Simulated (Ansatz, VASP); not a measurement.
PbSe: VASP beside Ansatz

The input INCAR:

```
  PREC = Accurate
  ENCUT = 520
  EDIFF = 1E-7
  ISMEAR = 0
  SIGMA = 0.01
  LREAL = F
  LASPH = T
  NELM = 60
  ALGO = Normal
  ISIF = 2
  LWAVE = F
  LCHARG = F
  NBANDS = 17
```

The input KPOINTS:

```
regular mesh
0
Gamma
  6 6 6
```

The input POSCAR:

```
PbSe
1.0
    0.0000000000      3.4232041378      3.4232041378
    3.4232041378      0.0000000000      3.4232041378
    3.4232041378      3.4232041378      0.0000000000
Pb Se
1 1
Direct
    0.0000000000      0.0000000000      0.0000000000
    0.2500000000      0.2500000000      0.2500000000
```

Input for Ansatz:

```yaml
crystal:
  lattice:
    - [0.0, 3.4232041378, 3.4232041378]
    - [3.4232041378, 0.0, 3.4232041378]
    - [3.4232041378, 3.4232041378, 0.0]
  atoms:
    - { symbol: Pb, position: [0.0, 0.0, 0.0] }
    - { symbol: Se, position: [0.25, 0.25, 0.25] }
kpoints:
  mp_grid: { grid: [6, 6, 6] }
  band_path:
    path:
      - [0.0, 0.0, 0.0]
      - [-0.5, -0.5, 0.0]
      - [-0.375, -0.375, 0.25]
      - [-0.375, 0.0, 0.375]
      - [0.0, 0.0, 0.5]
      - [-0.5, -0.25, 0.25]
      - [0.25, -0.5, -0.25]
      - [0.0, 0.5, 0.5]
    npoints: 1
hamiltonian:
  xc: lda
scf:
  occupations: { method: fixed }
  n_extra_bands: 4
output:
  forces: true
  stress: true
  eigenvalues: true
```

Alike in both runs: task single point; functional LDA; k mesh 6 × 6 × 6; no spin polarisation.

```csv
,VASP,Ansatz
version,VASP 6.6.1,Ansatz 0.2.0
potentials or method,"VASP PAW LDA potentials, release 64 (Pb_d, Se)","plane waves, PAW"
plane-wave cutoff (eV),520,420
occupations,"gaussian, width 0.01 eV",fixed
valence electrons in the cell,20,30
```

|  | VASP | Ansatz | Ansatz less VASP |
| --- | --- | --- | --- |
| gap on the k mesh at the Fermi level (eV) | 0.59 | 0.60 | +0.013 |
| pressure (GPa) | -1.9 | -2.0 | -0.07 |

LDA's correlation is that of Perdew and Zunger in VASP and of Perdew and Wang (1992) in Ansatz. VASP's potentials hold 20 valence electrons a cell and Ansatz's 30, so a difference there can come from the potentials and not from the codes.

Spin-orbit coupling is off throughout.
